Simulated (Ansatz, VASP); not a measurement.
# Two plane-wave programs on Tl

INCAR

```
SYSTEM = Tl
ALGO = Normal
EDIFF = 1E-6
ENCUT = 500
GGA = PE
GGA_COMPAT = .FALSE.
ISIF = 2
ISMEAR = -1
LASPH = .TRUE.
LCHARG = .FALSE.
LORBIT = 11
LORBMOM = .TRUE.
LREAL = .FALSE.
LSORBIT = .TRUE.
LWAVE = .FALSE.
MAGMOM = 0 0 0
NBANDS = 24
NELM = 200
PREC = Accurate
SIGMA = 0.15
```

The input KPOINTS:

```
k-points
0
G
  4 4 4
  0 0 0
```

The input POSCAR:

```
Tl
1.0
    0.0000000000      2.4765659400      2.4765659400
    2.4765659400      0.0000000000      2.4765659400
    2.4765659400      2.4765659400      0.0000000000
Tl
1
Direct
    0.0000000000      0.0000000000      0.0000000000
```

Input for Ansatz:

```yaml
crystal:
  lattice:
    - [0.0, 2.47656594, 2.47656594]
    - [2.47656594, 0.0, 2.47656594]
    - [2.47656594, 2.47656594, 0.0]
  atoms:
    - { symbol: Tl, position: [0, 0, 0] }
kpoints:
  mp_grid: { grid: [4, 4, 4] }
hamiltonian:
  xc: pbe
  pseudopotentials: { kind: paw_fr, source: ansatz }
scf:
  occupations: { method: fermi_dirac, width: 0.15 }
  convergence: { dr2_threshold: "1e-9 eV" }
  max_iter: 300
output:
  forces: true
  stress: true
magnetization:
  noncollinear: true
  spin_orbit: true
```

Alike in both runs: task single point; functional PBE; k mesh 4 × 4 × 4; occupations fermi-dirac, width 0.15 eV; non-collinear spin, spin-orbit coupling.

|  | VASP | Ansatz |
| --- | --- | --- |
| version | VASP 6.6.1 | Ansatz 0.2.0 development build |
| potentials or method | VASP PAW PBE potentials, release 64 (Tl_d) | plane waves, PAW datasets (hand-made set) |
| plane-wave cutoff (eV) | 500 | 460 |
| valence electrons in the cell | 13 | 21 |

|  | VASP | Ansatz | Ansatz less VASP |
| --- | --- | --- | --- |
| net moment per atom (μB) | 0.00 | 0.00 | 0.000 |

VASP's potentials hold 13 valence electrons a cell and Ansatz's 21, so a difference there can come from the potentials and not from the codes. Ansatz's warnings: stress scf threshold loose.

The k mesh is coarse, so the values compare programs but aren't converged.
